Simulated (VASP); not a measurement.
# BN (F-43m) in VASP: notebook

Runs on BN. Level: PBEsol. Tasks: vibrations by perturbation theory.

Program: VASP 6.6.1. These are calculated values, not measurements. Logs are shortened: lines on timing, memory, paths and dates and some standing lists are left out, and cuts for length are marked.

## Step 1: The cell of the first run

It takes space group F-43m (No. 216, cubic). The conventional cell has a = 3.562 Å, b = 3.562 Å, c = 3.562 Å, α = 90.00°, β = 90.00°, γ = 90.00°. B (site symmetry -43m) has 4 N at 1.54 Å within 2.1 Å. Within 2.1 Å of N (site symmetry -43m) lie 4 B at 1.54 Å.

## Step 2: Vibrations by perturbation theory, PBEsol

Contents of INCAR:

```
SYSTEM = BN
PREC     = Accurate       ! precision mode
ENCUT    = 520            ! plane-wave cutoff, eV
EDIFF    = 1E-8           ! SCF threshold, eV
ISMEAR   = 0              ! smearing method
SIGMA    = 0.01           ! smearing width, eV
LREAL    = .False.        ! projectors in reciprocal space
LASPH    = .True.         ! aspherical terms in the spheres
NELM     = 60             ! most SCF steps
ALGO     = Normal         ! electronic algorithm
ISIF     = 2              ! what is computed and relaxed
LWAVE    = .False.        ! write WAVECAR
LCHARG   = .True.         ! write CHGCAR
GGA      = PS             ! functional
NBANDS   = 11             ! bands
IBRION   = 8              ! ionic algorithm
NSW      = 1              ! ionic steps
LEPSILON = .True.         ! dielectric tensor by DFPT
```

Contents of KPOINTS:

```
regular mesh
0
Gamma
  12 12 12
  0 0 0
```

Contents of POSCAR:

```
BN
1.0
    0.0000000000      1.7811056316      1.7811056316
    1.7811056316      0.0000000000      1.7811056316
    1.7811056316      1.7811056316      0.0000000000
B N
1 1
Direct
    0.0000000000      0.0000000000      0.0000000000
    0.7500000000      0.7500000000      0.7500000000
```

Potentials or basis: VASP PAW PBE potentials, release 64 (B, N).

Started as:

```
$ cat potpaw_PBE.64/B/POTCAR potpaw_PBE.64/N/POTCAR > POTCAR
$ mpirun -np 1 vasp_std > vasp.out
```

OUTCAR:

```text
SYSTEM = BN
   PREC = Accurate
   ENCUT = 520
   EDIFF = 1E-8
   ISMEAR = 0
   LREAL = .False.
   LASPH = .True.
   NELM = 60
   ISIF = 2
   GGA = PS
   IBRION = 8
   NSW = 1
   LEPSILON = .True.

 ion  position               nearest neighbor table
   1  0.000  0.000  0.000-   2 1.54   2 1.54   2 1.54   2 1.54
   2  0.750  0.750  0.750-   1 1.54   1 1.54   1 1.54   1 1.54

  LATTYP: Found a face centered cubic cell.
 ALAT       =     3.5622112632

  Lattice vectors:

 A1 = (   0.0000000000,   1.7811056316,   1.7811056316)
 A2 = (   1.7811056316,   0.0000000000,   1.7811056316)
 A3 = (   1.7811056316,   1.7811056316,   0.0000000000)

Analysis of symmetry for initial positions (statically):
=====================================================================
 Subroutine PRICEL returns:
 Original cell was already a primitive cell.

 Routine SETGRP: Setting up the symmetry group for a
 face centered cubic supercell.

 Subroutine GETGRP returns: Found 24 space group operations
 (whereof 24 operations were pure point group operations)
 out of a pool of 48 trial point group operations.

The static configuration has the point symmetry T_d .

Analysis of symmetry for dynamics (positions and initial velocities):
=====================================================================
 Subroutine PRICEL returns:
 Original cell was already a primitive cell.

 Routine SETGRP: Setting up the symmetry group for a
 face centered cubic supercell.

 Subroutine GETGRP returns: Found 24 space group operations
 (whereof 24 operations were pure point group operations)
 out of a pool of 48 trial point group operations.

The dynamic configuration has the point symmetry T_d .

 Subroutine INISYM returns: Found 24 space group operations
 (whereof 24 operations are pure point group operations),
 and found     1 'primitive' translations

----------------------------------------------------------------------------------------

                                     Primitive cell

  volume of cell :      11.3005

  direct lattice vectors                    reciprocal lattice vectors
     0.000000000  1.781105632  1.781105632    -0.280724507  0.280724507  0.280724507
     1.781105632  0.000000000  1.781105632     0.280724507 -0.280724507  0.280724507
     1.781105632  1.781105632  0.000000000     0.280724507  0.280724507 -0.280724507

  length of vectors
     2.518863740  2.518863740  2.518863740     0.486229109  0.486229109  0.486229109

  position of ions in fractional coordinates (direct lattice)
     0.000000000  0.000000000  0.000000000
     0.750000000  0.750000000  0.750000000

  ion indices of the primitive-cell ions
   primitive index   ion index
                 1           1
                 2           2

----------------------------------------------------------------------------------------

 KPOINTS: regular mesh

Automatic generation of k-mesh.
 Grid dimensions read from file:
 generate k-points for:   12   12   12

 Generating k-lattice:

  Cartesian coordinates                     Fractional coordinates (reciprocal lattice)
[... 485 lines left out ...]
  ---------------------------------------------------
  ---------------------------------------------------
  free energy    TOTEN  =        -0.12004530 eV

  energy without entropy =       -0.12004530

------------------------ aborting loop because EDIFF is reached ----------------------------------------

--------------------------------------- Ionic step        2  -------------------------------------------

------------------------ aborting loop because EDIFF is reached ----------------------------------------

--------------------------------------- Ionic step        3  -------------------------------------------

------------------------ aborting loop because EDIFF is reached ----------------------------------------

 PIEZOELECTRIC TENSOR FIELD DIRECTION 3  (e Angst)
 -----------------------------------------------------------------------------
    -0.00034  0.72658  0.00000           ( -0.00000  0.00336  0.00000)
     0.72658 -0.00034  0.00000           (  0.00336 -0.00000  0.00000)
     0.00000  0.00000  0.00028           (  0.00000  0.00000 -0.00000)

 PIEZOELECTRIC TENSOR FIELD DIRECTION 3  (C/m^2)
 -----------------------------------------------------------------------------
    -0.00048  1.03013  0.00000
     1.03013 -0.00048  0.00000
     0.00000  0.00000  0.00040

--------------------------------------- Ionic step        4  -------------------------------------------

------------------------ aborting loop because EDIFF is reached ----------------------------------------

[... ionic steps 5 to 6 ...]

--------------------------------------- Ionic step        7  -------------------------------------------

 Free energy of the ion-electron system (eV)
  ---------------------------------------------------
  ---------------------------------------------------
  free energy    TOTEN  =        -0.23039880 eV

  energy without entropy =       -0.23039880

------------------------ aborting loop because EDIFF is reached ----------------------------------------

 INTERNAL STRAIN TENSOR  FOR ION    2  DIRECTION 1   (eV/Angst):
 -----------------------------------------------------------------------------
     0.00922  0.00000  0.00000
     0.00000 -0.00347  4.45895
     0.00000  4.45895 -0.00347

 MACROSCOPIC STATIC DIELECTRIC TENSOR (including local field effects in DFT)
 ------------------------------------------------------
           4.596537     0.000000    -0.000000
          -0.000000     4.596537     0.000000
          -0.000000     0.000000     4.596537
 ------------------------------------------------------

 PIEZOELECTRIC TENSOR (including local field effects)  for field in x, y, z        (e  Angst)
          XX          YY          ZZ          XY          YZ          ZX
  --------------------------------------------------------------------------------
  x     0.00000    -0.00000    -0.00000     0.00000     0.72710     0.00000
  y     0.00000    -0.00000     0.00000     0.00000     0.00000     0.72710
  z     0.00000     0.00000    -0.00000     0.72710     0.00000     0.00000

 PIEZOELECTRIC TENSOR (including local field effects)  for field in x, y, z        (C/m^2)
          XX          YY          ZZ          XY          YZ          ZX
  --------------------------------------------------------------------------------
  x     0.00000    -0.00000    -0.00000     0.00000     1.03088     0.00000
  y     0.00000    -0.00000     0.00000     0.00000     0.00000     1.03088
  z     0.00000     0.00000    -0.00000     1.03088     0.00000     0.00000

 BORN EFFECTIVE CHARGES (including local field effects) (in |e|, cummulative output)
 ---------------------------------------------------------------------------------
 ion    1
    1     1.88152     0.00000     0.00000
    2     0.00000     1.88152     0.00000
    3     0.00000    -0.00000     1.88152
 ion    2
    1    -1.88152     0.00000    -0.00000
    2     0.00000    -1.88152     0.00000
    3    -0.00000     0.00000    -1.88152

 INTERNAL STRAIN TENSOR FOR ION    2 for displacements in x,y,z  (eV/Angst):
          X           Y           Z          XY          YZ          ZX
  --------------------------------------------------------------------------------
  x     0.00000     0.00000     0.00000     0.00000     4.45895     0.00000
  y     0.00000    -0.00000     0.00000     0.00000     0.00000     4.45895
  z     0.00000     0.00000     0.00000     4.45895     0.00000     0.00000

 SECOND DERIVATIVES (NOT SYMMETRIZED)
 ------------------------------------
               1X          1Y          1Z          2X          2Y          2Z
  1X   -26.999440    0.000000    0.000000   26.999440    0.000000    0.000000
  1Y     0.000000  -26.999440    0.000000    0.000000   26.999440    0.000000
  1Z     0.000000    0.000000  -26.999440    0.000000    0.000000   26.999440
  2X    26.989505    0.000000    0.000000  -26.989505    0.000000    0.000000
  2Y     0.000000   26.989505    0.000000    0.000000  -26.989505    0.000000
  2Z     0.000000    0.000000   26.989505    0.000000    0.000000  -26.989505

 Eigenvectors and eigenvalues of the dynamical matrix
 ----------------------------------------------------

   1 f  =   32.886050 THz   206.629148 2PiTHz 1096.960559 cm-1   136.005714 meV
             X         Y         Z           dx          dy          dz
      0.000000  0.000000  0.000000    -0.751248    0.000000    0.000000
      2.671658  2.671658  2.671658     0.660020    0.000000    0.000000
[... 21 lines left out ...]
   6 f/i=    0.003001 THz     0.018853 2PiTHz    0.100090 cm-1     0.012410 meV
             X         Y         Z           dx          dy          dz
      0.000000  0.000000  0.000000     0.000000   -0.660020    0.000000
      2.671658  2.671658  2.671658     0.000000   -0.751248    0.000000

--------------------------------------------------------------------------------------------------------

 MACROSCOPIC STATIC DIELECTRIC TENSOR IONIC CONTRIBUTION
 ------------------------------------------------------
           2.099959    -0.000000    -0.000000
          -0.000000     2.099959     0.000000
          -0.000000     0.000000     2.099959
 ------------------------------------------------------

 ELASTIC MODULI CONTR FROM IONIC RELAXATION (kBar)
 Direction    XX          YY          ZZ          XY          YZ          ZX
 --------------------------------------------------------------------------------
 XX          -0.0000      0.0000      0.0000      0.0000     -0.0000     -0.0000
 YY           0.0000     -0.0000      0.0000      0.0000      0.0000      0.0000
 ZZ           0.0000      0.0000     -0.0000     -0.0000      0.0000     -0.0000
 XY           0.0000      0.0000     -0.0000   -100.5687      0.0000     -0.0000
 YZ          -0.0000      0.0000      0.0000      0.0000   -100.5687      0.0000
 ZX          -0.0000      0.0000     -0.0000     -0.0000      0.0000   -100.5687
 --------------------------------------------------------------------------------

 PIEZOELECTRIC TENSOR IONIC CONTR  for field in x, y, z        (C/m^2)
          XX          YY          ZZ          XY          YZ          ZX
  --------------------------------------------------------------------------------
  x    -0.00000     0.00000     0.00000     0.00000    -0.43242     0.00000
  y    -0.00000     0.00000    -0.00000    -0.00000     0.00000    -0.43242
  z     0.00000     0.00000    -0.00000    -0.43242     0.00000    -0.00000
```

Run time: 1.8 min. Hardware: 1 thread of AMD EPYC 9R45 (Zen 5), shared host; peak memory 0.16 GiB.

What came out:

```yaml
Electronic_dielectric_tensor_diagonal: 4.60
Born_charges_mean_of_the_diagonal: B +1.88; N -1.88 e
Highest_phonon_frequency_at_Γ_LO-TO_splitting_left_out: 1097 cm⁻¹
```

Phonon frequencies in cm⁻¹ (negative: imaginary):
```csv
q point,frequencies
"(0.000, 0.000, 0.000)",0 0 0 1097 1097 1097
```

Electronic dielectric tensor:
```
4.60 0.00 0.00
0.00 4.60 0.00
0.00 0.00 4.60
```

Born effective charge tensors (e):
atom 1, B
```
1.88 0.00 0.00
0.00 1.88 0.00
0.00 0.00 1.88
```
atom 2, N
```
-1.88  0.00  0.00
 0.00 -1.88  0.00
 0.00  0.00 -1.88
```

Caveat: the cell stands under pressure or tension, which shifts response properties; the PAW data sets were made with another functional, which shifts forces and pressure a little.

## Step 3: Vibrations by perturbation theory, PBEsol

This run uses another cell than the first one, of 5.81 Å³/atom.

Contents of INCAR:

```
SYSTEM = BN
PREC = Accurate
ENCUT = 520
EDIFF = 1E-8
ISMEAR = 0
SIGMA = 0.01
LREAL = .False.
LASPH = .True.
NELM = 60
ALGO = Normal
ISIF = 2
LWAVE = .False.
LCHARG = .False.
GGA = PS
NBANDS = 11
IBRION = 8
NSW = 1
LEPSILON = .True.
```

KPOINTS is that of step 2.

Contents of POSCAR:

```
BN
1.0
    0.0000000000      1.7982306997      1.7982306997
    1.7982306997      0.0000000000      1.7982306997
    1.7982306997      1.7982306997      0.0000000000
B N
1 1
Direct
    0.0000000000      0.0000000000      0.0000000000
    0.7500000000      0.7500000000      0.7500000000
```

Potentials or basis: VASP PAW PBE potentials, release 64 (B, N).

Started as:

```
$ cat potpaw_PBE.64/B/POTCAR potpaw_PBE.64/N/POTCAR > POTCAR
$ mpirun -np 1 vasp_std > vasp.out
```

OUTCAR:

```text
SYSTEM = BN
   PREC = Accurate
   ENCUT = 520
   EDIFF = 1E-8
   ISMEAR = 0
   LREAL = .False.
   LASPH = .True.
   NELM = 60
   ISIF = 2
   GGA = PS
   IBRION = 8
   NSW = 1
   LEPSILON = .True.

 ion  position               nearest neighbor table
   1  0.000  0.000  0.000-   2 1.56   2 1.56   2 1.56   2 1.56
   2  0.750  0.750  0.750-   1 1.56   1 1.56   1 1.56   1 1.56

  LATTYP: Found a face centered cubic cell.
[... 665 lines left out ...]
      2.697346  2.697346  2.697346     0.660058    0.000000    0.000000
[... 21 lines left out ...]
   6 f/i=    0.001289 THz     0.008099 2PiTHz    0.042997 cm-1     0.005331 meV
             X         Y         Z           dx          dy          dz
      0.000000  0.000000  0.000000     0.000000    0.000000   -0.660058
      2.697346  2.697346  2.697346     0.000000    0.000000   -0.751215

--------------------------------------------------------------------------------------------------------

 MACROSCOPIC STATIC DIELECTRIC TENSOR IONIC CONTRIBUTION
 ------------------------------------------------------
           2.219084    -0.000000     0.000000
          -0.000000     2.219084    -0.000000
           0.000000    -0.000000     2.219084
 ------------------------------------------------------

 ELASTIC MODULI CONTR FROM IONIC RELAXATION (kBar)
 Direction    XX          YY          ZZ          XY          YZ          ZX
 --------------------------------------------------------------------------------
 XX          -0.0000     -0.0000     -0.0000      0.0000      0.0000     -0.0000
 YY          -0.0000     -0.0000     -0.0000      0.0000      0.0000      0.0000
 ZZ          -0.0000     -0.0000     -0.0000      0.0000      0.0000     -0.0000
 XY           0.0000      0.0000      0.0000    -45.6779      0.0000      0.0000
 YZ           0.0000      0.0000      0.0000      0.0000    -45.6779      0.0000
 ZX          -0.0000      0.0000     -0.0000      0.0000      0.0000    -45.6779
 --------------------------------------------------------------------------------

 PIEZOELECTRIC TENSOR IONIC CONTR  for field in x, y, z        (C/m^2)
          XX          YY          ZZ          XY          YZ          ZX
  --------------------------------------------------------------------------------
  x     0.00000     0.00000     0.00000    -0.00000    -0.29958     0.00000
  y    -0.00000    -0.00000    -0.00000     0.00000     0.00000    -0.29958
  z     0.00000     0.00000     0.00000    -0.29958     0.00000     0.00000
```

Run time: 1.9 min. Hardware: 1 thread of AMD EPYC 9R45 (Zen 5), shared host; peak memory 0.17 GiB.

What came out:

```
Electronic dielectric tensor (diagonal)                 : 4.62
Born charges (mean of the diagonal)                     : B +1.90; N -1.90 e
Highest phonon frequency at Γ, LO-TO splitting left out : 1060 cm⁻¹
```

Phonon frequencies in cm⁻¹ (negative: imaginary):
```csv
q point,frequencies
"(0.000, 0.000, 0.000)",0 0 0 1060 1060 1060
```

Electronic dielectric tensor:
```
4.62 0.00 0.00
0.00 4.62 0.00
0.00 0.00 4.62
```

Born effective charge tensors (e):
atom 1, B
```
1.90 0.00 0.00
0.00 1.90 0.00
0.00 0.00 1.90
```
atom 2, N
```
-1.90  0.00  0.00
 0.00 -1.90  0.00
 0.00  0.00 -1.90
```

Caveat: the cell stands under pressure or tension, which shifts response properties; the PAW data sets were made with another functional, which shifts forces and pressure a little.
